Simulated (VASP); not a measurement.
Wanted: the native input for a VASP 6.6.1 run.

| Property | Result |
| --- | --- |
| Task | single point |
| Functional | PBE |
| Potentials or basis | VASP PAW PBE potentials, release 64 (Sb, P) |
| Cutoff | 520 eV |
| k mesh | 6 × 6 × 6 |
| Occupations | gaussian, width 0.1 eV |
| Spin | no spin polarisation |
| Dipole correction | no |
| Further INCAR settings | ALGO = Normal; EDIFF = 1e-06; NBANDS = 30 |

The structure of Sb3P5 lies in POSCAR:

```
Sb3P5
1.0
    0.0000000000      5.2639121627      5.2639121627
    5.2639121627      0.0000000000      5.2639121627
    5.2639121627      5.2639121627      0.0000000000
Sb P
3 5
Direct
    0.5000000000      0.5000000000      0.5000000000
    0.2500000000      0.2500000000      0.2500000000
    0.0000000000      0.0000000000      0.0000000000
    0.7500000000      0.7500000000      0.7500000000
    0.8642476903      0.4072569292      0.8642476903
    0.8642476903      0.8642476903      0.8642476903
    0.4072569292      0.8642476903      0.8642476903
    0.8642476903      0.8642476903      0.4072569292
```

The cell was generated, and may not be a known phase.

These files were run (other wordings do the same):

INCAR

```
SYSTEM = Sb3P5
  ALGO = Normal
  EDIFF = 1E-6
  ENCUT = 520
  GGA = PE
  ISIF = 2
  ISMEAR = 0
  LASPH = .True.
  LCHARG = .False.
  LREAL = .False.
  LWAVE = .False.
  NBANDS = 30
  NELM = 100
  PREC = Accurate
  SIGMA = 0.1
```

KPOINTS

```
k-points
0
Gamma
  6 6 6
  0 0 0
```

Potentials or basis: VASP PAW PBE potentials, release 64 (Sb, P).

The run is started by

```console
$ cat potpaw_PBE.64/Sb/POTCAR potpaw_PBE.64/P/POTCAR > POTCAR
$ mpirun -np 1 vasp_std > vasp.out
```

It gave:

The pressure is 0.0 GPa and the largest force is 0.087 eV/Å. The band gap on the k mesh is zero (bands 20 and 21 overlap by 0.64 eV).

Caveat: spin-orbit coupling is left out, which moves the levels of the heavy elements.

Wall time 110 s on 1 thread of AMD EPYC 9R45 96-Core Processor (Zen 5), with other jobs on the host, peak memory 0.45 GiB.
